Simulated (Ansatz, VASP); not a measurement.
# Tl: VASP beside Ansatz

```
Tl
1.0
    -1.90810    1.90810    1.90810
     1.90810   -1.90810    1.90810
     1.90810    1.90810   -1.90810
Tl
1
Direct
  0.00000 0.00000 0.00000
```

Change from the starting cell: volume scaled by 0.95.

Alike in both runs: task single point; functional PBE; k mesh 13 × 13 × 13; occupations fermi-dirac, width 0.05 eV; no spin polarisation.

|  | VASP | Ansatz |
| --- | --- | --- |
| version | VASP 6.6.1 | Ansatz 0.2.0 |
| potentials or method | VASP PAW PBE potentials, release 64 (Tl_d), cutoff 520 eV | all-electron LAPW, scalar-relativistic |

VASP gave:

```
pressure (GPa) : 4.4
```

Q: Which values does Ansatz return?

A: Pressure (GPa): 4.5.

Ansatz ran all-electron here, and VASP with PAW potentials.

Spin-orbit coupling is off throughout.
